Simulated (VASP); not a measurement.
Input of a VASP 6.6.1 run:

The input INCAR:

```
PREC = Accurate
ENCUT = 520
EDIFF = 1E-6
ISMEAR = 0
SIGMA = 0.1
LREAL = F
LASPH = T
NELM = 80
ALGO = Normal
ISIF = 2
LWAVE = F
LCHARG = F
GGA = PE
NBANDS = 26
```

File KPOINTS:

```
regular mesh
0
Gamma
  6 4 4
```

POSCAR

```
BN
1.0
   -1.8125437599     -0.0000046416     -1.8125455078
   -1.8123089749     -3.6243567210      1.8123005751
   -1.8123387178      3.6243878316      1.8123512668
B N
4 4
Direct
    0.5000023012      0.8749986111      0.1250063540
    0.0000013378      0.3749986279      0.1250073262
    0.0000015021      0.8749974396      0.6250055915
    0.4999994675      0.3749972450      0.6250072958
   -0.0000007073      0.7500025588      0.2499932821
    0.4999984731      0.2500023452      0.2499947206
    0.4999987133      0.7500012874      0.7499923854
   -0.0000010878      0.2500018850      0.7499930442
```

Potentials or basis: VASP PAW PBE potentials, release 64 (B, N).

Launch:

```bash
$ cat potpaw_PBE.64/B/POTCAR potpaw_PBE.64/N/POTCAR > POTCAR
$ mpirun -np 1 vasp_std > vasp.out
```

Problem. What does it give for the pressure?

Solution. 0.2 GPa.

Problem. Estimate the band gap on the k mesh.

Solution. 4.45 eV.

A k mesh can miss the band edges.
